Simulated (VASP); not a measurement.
# ZnO (P6_3mc) in VASP: settings compared

ZnO is run at these levels: r2SCAN, PBE; tasks: single point, relaxation of cell and atoms.

All numbers are computed with VASP 6.6.1; they aren't measurements. Logs are shortened: lines on timing, memory, paths and dates and some standing lists are left out, and cuts for length are marked.

**1. The cell of the first run**

The structure is hexagonal, space group P6_3mc (No. 186). Conventional cell: a = 3.226 Å, b = 3.226 Å, c = 10.473 Å, α = 90.00°, β = 90.00°, γ = 120.00°. Zn (site symmetry 3m) has 4 O at 1.97 to 1.98 Å within 2.6 Å. Within 2.6 Å of Zn (site symmetry 3m) lie 4 O at 1.97 Å. O (site symmetry 3m) has 4 Zn at 1.97 to 1.98 Å within 2.6 Å. O (site symmetry 3m) has 4 Zn at 1.97 Å within 2.6 Å.

**2. Single point, r2SCAN**

Input file POSCAR:

```
ZnO
1.0
    3.2264991458      0.0000000000      0.0000000000
   -1.6132495729      2.7942302255      0.0000000000
    0.0000000000      0.0000000000     10.4726021224
Zn O
4 4
Direct
    0.0000000000      0.0000000000     -0.0006159388
    0.3333333333      0.6666666667      0.2495637837
    0.0000000000      0.0000000000      0.4993840612
    0.6666666667      0.3333333333      0.7495637837
    0.0000000000      0.0000000000      0.1881525690
    0.3333333333      0.6666666667      0.4378995862
    0.0000000000      0.0000000000      0.6881525690
    0.6666666667      0.3333333333      0.9378995862
```

Input file INCAR.step1:

```
SYSTEM = ZnO
PREC = Accurate
ENCUT = 520
ISMEAR = 0
SIGMA = 0.01
LREAL = .FALSE.
LASPH = .TRUE.
NELM = 80
NBANDS = 46
GGA = PE
ALGO = Normal
EDIFF = 1E-4
LWAVE = .TRUE.
LCHARG = .FALSE.
```

Input file INCAR.step2:

```
SYSTEM = ZnO
PREC = Accurate
ENCUT = 520
EDIFF = 1E-6
ISMEAR = 0
SIGMA = 0.01
LREAL = .FALSE.
LASPH = .TRUE.
NELM = 80
ALGO = Normal
ISIF = 2
LWAVE = .FALSE.
LCHARG = .TRUE.
METAGGA = R2SCAN
LMIXTAU = .TRUE.
LELF = .TRUE.
LVHAR = .TRUE.
NBANDS = 46
ISTART = 1
```

Input file KPOINTS:

```
Automatic mesh
0
G
  12 12 4
  0 0 0
```

Potentials or basis: VASP PAW PBE potentials, release 64 (Zn, O).

On the command line:

```bash
$ cat potpaw_PBE.64/Zn/POTCAR potpaw_PBE.64/O/POTCAR > POTCAR
$ cp INCAR.step1 INCAR
$ mpirun -np 1 vasp_std > vasp.out
$ cp INCAR.step2 INCAR
$ mpirun -np 1 vasp_std > vasp.out
```

OUTCAR:

```text
SYSTEM = ZnO
   PREC = Accurate
   ENCUT = 520
   EDIFF = 1E-6
   ISMEAR = 0
   LREAL = .FALSE.
   LASPH = .TRUE.
   NELM = 80
   ISIF = 2
   METAGGA = R2SCAN
   ISTART = 1

 ion  position               nearest neighbor table
   1  0.000  0.000  0.999-   8 1.97   8 1.97   8 1.97   5 1.98
   2  0.333  0.667  0.250-   5 1.97   5 1.97   5 1.97   6 1.97
   3  0.000  0.000  0.499-   6 1.97   6 1.97   6 1.97   7 1.98
   4  0.667  0.333  0.750-   7 1.97   7 1.97   7 1.97   8 1.97
   5  0.000  0.000  0.188-   2 1.97   2 1.97   2 1.97   1 1.98
   6  0.333  0.667  0.438-   3 1.97   3 1.97   3 1.97   2 1.97
   7  0.000  0.000  0.688-   4 1.97   4 1.97   4 1.97   3 1.98
   8  0.667  0.333  0.938-   1 1.97   1 1.97   1 1.97   4 1.97

  LATTYP: Found a hexagonal cell.
 ALAT       =     3.2264991458
 C/A-ratio  =     3.2458096684

  Lattice vectors:

 A1 = (   3.2264991458,   0.0000000000,   0.0000000000)
 A2 = (  -1.6132495729,   2.7942302255,   0.0000000000)
 A3 = (   0.0000000000,   0.0000000000,  10.4726021224)

Analysis of symmetry for initial positions (statically):
=====================================================================
 Subroutine PRICEL returns:
 Original cell was already a primitive cell.

 Routine SETGRP: Setting up the symmetry group for a
 hexagonal supercell.

 Subroutine GETGRP returns: Found 12 space group operations
 (whereof  6 operations were pure point group operations)
 out of a pool of 24 trial point group operations.

The static configuration has the point symmetry C_3v.
 The point group associated with its full space group is C_6v.

Analysis of symmetry for dynamics (positions and initial velocities):
=====================================================================
 Subroutine PRICEL returns:
 Original cell was already a primitive cell.

 Routine SETGRP: Setting up the symmetry group for a
 hexagonal supercell.

 Subroutine GETGRP returns: Found 12 space group operations
 (whereof  6 operations were pure point group operations)
 out of a pool of 24 trial point group operations.

The dynamic configuration has the point symmetry C_3v.
 The point group associated with its full space group is C_6v.

 Subroutine INISYM returns: Found 12 space group operations
 (whereof  6 operations are pure point group operations),
 and found     1 'primitive' translations

[... 111 lines left out ...]
   NFREE  =      0    steps in history (QN), initial steepest desc. (CG)
   ISIF   =      2    stress and relaxation
   ISYM   =      2    0-nonsym 1-usesym 2-fastsym
   POTIM  = 0.5000    time-step for ionic-motion
   TEBEG  =    0.0;   TEEND  =   0.0 temperature during run
   PSTRESS=    0.0 pullay stress
   NELECT =      72.0000    total number of electrons
   NUPDOWN=      -1.0000    fix difference up-down
   EMIN   =  10.00;   EMAX   =-10.00  energy-range for DOS
   EFERMI =   0.00;   METHOD = LEGACY
   ISMEAR =     0;   SIGMA  =   0.01  broadening in eV -4-tet -1-fermi 0-gaus
   EFERMI_NEDOS =   21; number of points for ismear=-14 and -15
   IALGO  =     38    algorithm
   IMIX   =      4    mixing-type and parameters
     AMIX     =   0.40;   BMIX     =  1.00
     AMIX_MAG =   1.60;   BMIX_MAG =  1.00
  volume/ion in A,a.u.               =      11.80        79.64
  Fermi-wavevector in a.u.,A,eV,Ry     =   1.495671  2.826409 30.436684  2.237033
  Thomas-Fermi vector in A             =   2.607786
   LORBIT       =      0    0 simple, 1 ext, 2 COOP (PROOUT), +10 PAW based schemes
   METAGGA = R2SCAN    functional components
   LHFCALC =     F    Hartree Fock is set to
   AEXX    =    0.0000 exact exchange contribution
   IVDW    =     0    specifies the selected vdW correction
   LEPSILON=     F    determine dielectric tensor
   LRPA    =     F    only Hartree local field effects (RPA)
 non-spin polarized calculation
 Gauss-broadening in eV      SIGMA  =   0.01
  energy-cutoff  :      520.00
  volume of cell :       94.42
 maximum number of plane-waves:      2586
 NGX is ok and might be reduce to    24
   NGX = 11   NGY = 11   NGZ = 39

 number of electron      72.0000035 magnetization

 Free energy of the ion-electron system (eV)
  ---------------------------------------------------
  ext. energy  EPLUGINS =         0.00000000
  ---------------------------------------------------
  free energy    TOTEN  =       -72.60032847 eV

  energy without entropy =      -72.60032847  energy(sigma->0) =      -72.60032847

 E-fermi :   1.0413     XC(G=0): -11.7144

 val. band max:        0.9215067224   @ k =   0.0000   0.0000   0.0000
 cond. band min:       2.0994957373   @ k =   0.0000   0.0000   0.0000
 fundamental gap:      1.1779890148
 Fermi energy:         1.0413457913

 k-point     1 :       0.0000    0.0000    0.0000
  band No.  band energies     occupation
      1     -18.2226      2.00000
      2     -17.9043      2.00000
      3     -17.8767      2.00000
      4     -17.5390      2.00000
      5      -5.1628      2.00000
      6      -5.1201      2.00000
[... 1165 lines left out ...]
     45      12.2169      0.00000
     46      12.9102      0.00000

 [... further k-points ...]

------------------------ aborting loop because EDIFF is reached ----------------------------------------

  FORCE on cell =-STRESS in cart. coord.  units (eV):
  Direction    XX          YY          ZZ          XY          YZ          ZX
  --------------------------------------------------------------------------------------
  -------------------------------------------------------------------------------------
  Total        0.7573507      0.7573507      0.7618581      0.0000000      0.0000000      0.0000000
  in kB       12.8516621     12.8516621     12.9281482      0.0000000      0.0000000      0.0000000
  external PRESSURE =      12.8771575 kB  Pullay stress =       0.0000000 kB

 VOLUME and BASIS-vectors are now :
 -----------------------------------------------------------------------------
  energy-cutoff  :      520.00
  volume of cell :       94.42
      direct lattice vectors                 reciprocal lattice vectors
     3.226499146  0.000000000  0.000000000     0.309933446  0.178940159  0.000000000
    -1.613249573  2.794230226  0.000000000     0.000000000  0.357880317  0.000000000
     0.000000000  0.000000000 10.472602122     0.000000000  0.000000000  0.095487252

 POSITION                                       TOTAL-FORCE (eV/Angst)
 -----------------------------------------------------------------------------------
      0.00000      0.00000     10.46615        -0.000000      0.000000     -0.001479
     -0.00000      1.86282      2.61358         0.000000     -0.000000     -0.008695
      0.00000      0.00000      5.22985         0.000000     -0.000000     -0.001479
      1.61325      0.93141      7.84988        -0.000000      0.000000     -0.008695
      0.00000      0.00000      1.97045         0.000000      0.000000      0.003636
     -0.00000      1.86282      4.58595         0.000000      0.000000      0.006538
      0.00000      0.00000      7.20675         0.000000      0.000000      0.003636
      1.61325      0.93141      9.82225         0.000000      0.000000      0.006538
 -----------------------------------------------------------------------------------
    total drift:                                0.000002      0.000003     -0.067256

  FREE ENERGIE OF THE ION-ELECTRON SYSTEM (eV)
  ---------------------------------------------------
  free  energy   TOTEN  =       -72.6003284697 eV

  energy  without entropy=      -72.6003284697  energy(sigma->0) =      -72.60032847
```

OUTCAR.step1:

```text
SYSTEM = ZnO
   PREC = Accurate
   ENCUT = 520
   ISMEAR = 0
   LREAL = .FALSE.
   LASPH = .TRUE.
   NELM = 80
[... 1423 lines left out ...]
     -0.00000      1.86282      4.58595         0.000000     -0.000000      0.002252
      0.00000      0.00000      7.20675         0.000000      0.000000     -0.006131
      1.61325      0.93141      9.82225        -0.000000      0.000000      0.002252
 -----------------------------------------------------------------------------------
    total drift:                                0.000001      0.000002     -0.004469

  FREE ENERGIE OF THE ION-ELECTRON SYSTEM (eV)
  ---------------------------------------------------
  free  energy   TOTEN  =       -35.5887503839 eV

  energy  without entropy=      -35.5887503839  energy(sigma->0) =      -35.58875038
```

OSZICAR.step1:

```text
N       E                     dE             d eps       ncg     rms          rms(c)
DAV:   1     0.762591748263E+03    0.76259E+03   -0.35131E+04  5292   0.230E+03
DAV:   2     0.773083571738E+02   -0.68528E+03   -0.64784E+03  5348   0.532E+02
DAV:   3    -0.363781123531E+02   -0.11369E+03   -0.11111E+03  5656   0.198E+02
DAV:   4    -0.420431795419E+02   -0.56651E+01   -0.56299E+01  6146   0.467E+01
DAV:   5    -0.420938746557E+02   -0.50695E-01   -0.50680E-01  5650   0.466E+00    0.211E+01
DAV:   6    -0.352216356134E+02    0.68722E+01   -0.18934E+01  8322   0.694E+01    0.129E+01
DAV:   7    -0.356686387465E+02   -0.44700E+00   -0.61753E+00  5456   0.194E+01    0.768E+00
DAV:   8    -0.357191326739E+02   -0.50494E-01   -0.15205E+00  7424   0.920E+00    0.267E+00
DAV:   9    -0.355807067968E+02    0.13843E+00   -0.34510E-01  8188   0.825E+00    0.518E-01
DAV:  10    -0.355889434947E+02   -0.82367E-02   -0.12862E-01  5334   0.198E+00    0.226E-01
DAV:  11    -0.355886893208E+02    0.25417E-03   -0.31668E-03  6386   0.543E-01    0.520E-02
DAV:  12    -0.355887503839E+02   -0.61063E-04   -0.34674E-04  4444   0.394E-01
   1 F= -.35588750E+02 E0= -.35588750E+02  d E =-.101503E-24
```

Wall time 5.2 min (1 thread of Intel Xeon 6975P-C (Granite Rapids), shared host); peak memory 0.33 GiB.

What came out:

| Item | Value |
| --- | --- |
| Free energy | -72.6003 eV |
| Pressure | 1.3 GPa |
| Largest force | 0.009 eV/Å |
| Band gap on the k mesh | 1.18 eV |

Forces in eV/Å, atoms in the order of the input:
```
Zn   0.000  0.000 -0.001
Zn   0.000  0.000 -0.009
Zn   0.000  0.000 -0.001
Zn   0.000  0.000 -0.009
O    0.000  0.000  0.004
O    0.000  0.000  0.007
O    0.000  0.000  0.004
O    0.000  0.000  0.007
```

Caveat: the PAW data sets were made with another functional, which shifts forces and pressure a little.

**3. Relaxation of cell and atoms, PBE**

This run uses another cell than the first one, of 7.82 Å³/atom.

Input file INCAR:

```
PREC = Accurate
ENCUT = 600
EDIFF = 1E-6
ISMEAR = -1
SIGMA = 0.02
LREAL = False
LASPH = True
NELM = 60
ALGO = Normal
ISIF = 3
LWAVE = False
LCHARG = False
GGA = PE
IBRION = 2
NSW = 80
EDIFFG = -0.005
```

Input file KPOINTS:

```
regular mesh
0
Gamma
  12 12 4
```

Input file POSCAR:

```
ZnO
1.0
    2.8069519459      0.0000000000      0.0000000000
   -1.4034759730      2.4308916924      0.0000000000
    0.0000000000      0.0000000000      9.1675050554
Zn O
4 4
Direct
    0.0000000000      0.0000000000      0.0000000000
    0.3333333333      0.6666666667      0.2500000000
    0.0000000000      0.0000000000      0.5000000000
    0.6666666667      0.3333333333      0.7500000000
    0.0000000000      0.0000000000      0.1875000000
    0.3333333333      0.6666666667      0.4375000000
    0.0000000000      0.0000000000      0.6875000000
    0.6666666667      0.3333333333      0.9375000000
```

Potentials or basis: VASP PAW PBE potentials, release 64 (Zn, O).

On the command line:

```bash
$ cat potpaw_PBE.64/Zn/POTCAR potpaw_PBE.64/O/POTCAR > POTCAR
$ mpirun -np 1 vasp_std > vasp.out
```

Wall time 13 min (1 thread of Intel Xeon 6975P-C (Granite Rapids), shared host); peak memory 0.3 GiB.

It converged, with:

| Property | Result |
| --- | --- |
| Free energy | -35.5954 eV |
| Relaxed volume | 12.28 Å³/atom |
| Relaxed cell | a = 3.268 Å, b = 3.268 Å, c = 10.624 Å, α = 90.00°, β = 90.00°, γ = 120.00° |
| Space group after relaxing (to 0.1 Å) | P6_3mc (No. 186) |
| Energy gained by relaxing | 1550.9 meV/atom |
| Ionic steps | 14 |
| Pressure after relaxing | 0.0 GPa |
| Band gap on the k mesh | 0.68 eV |

The path:
| step | energy change (eV) | largest force (eV/Å) | pressure (GPa) | volume (Å³) |
| --- | --- | --- | --- | --- |
| 1 | 0.0000 | 0.1373 | 165.10 | 62.55 |
| 2 | -1.9356 | 0.0813 | -35.69 | 167.53 |
| 3 | -12.3319 | 0.0968 | -5.36 | 102.36 |
| 4 | -12.3912 | 0.0942 | -2.56 | 100.04 |
| 5 | -12.4052 | 0.0914 | 0.26 | 98.07 |
| 6 | -12.4035 | 0.0926 | -0.83 | 98.89 |
| 7 | -12.4060 | 0.0395 | 0.38 | 98.09 |
| 8 | -12.4061 | 0.0467 | 0.13 | 98.20 |
| 9 | -12.4065 | 0.0232 | 0.07 | 98.25 |
| 10 | -12.4068 | 0.0332 | -0.03 | 98.32 |
| 11 | -12.4070 | 0.0115 | -0.03 | 98.30 |
| 12 | -12.4070 | 0.0075 | -0.04 | 98.30 |
| 13 | -12.4070 | 0.0083 | -0.04 | 98.29 |
| 14 | -12.4070 | 0.0019 | 0.01 | 98.24 |

Final structure:
```xyz
8
Lattice="3.2676 0.0000 0.0000 -1.6338 2.8299 0.0000 0.0000 0.0000 10.6236" Properties=species:S:1:pos:R:3 pbc="T T T"
Zn    0.0000    0.0000   10.6182
Zn    0.0000    1.8866    2.6525
Zn    1.6338    2.8299    5.3064
Zn    1.6338    0.9433    7.9643
O     0.0000    0.0000    1.9974
O     0.0000    1.8866    4.6511
O     0.0000    0.0000    7.3092
O     1.6338    0.9433    9.9629
```

Levels at points of the mesh, in eV from the valence-band top:
```
           k point  band 34  band 35  band 36  band 37  band 38  band 39
(0.00, 0.00, 0.00)    -0.04     0.00     0.00     0.68     3.22     3.37
(0.50, 0.00, 0.00)    -1.35    -0.92    -0.78     5.32     5.34     6.16
(0.00, 0.00, 0.50)    -0.11    -0.11    -0.11     1.80     1.80     4.62
(0.50, 0.00, 0.50)    -1.18    -0.96    -0.96     5.60     5.60     5.97
```

Caveat: the volume moved by over 15 % at a fixed basis, so the end points are rough.
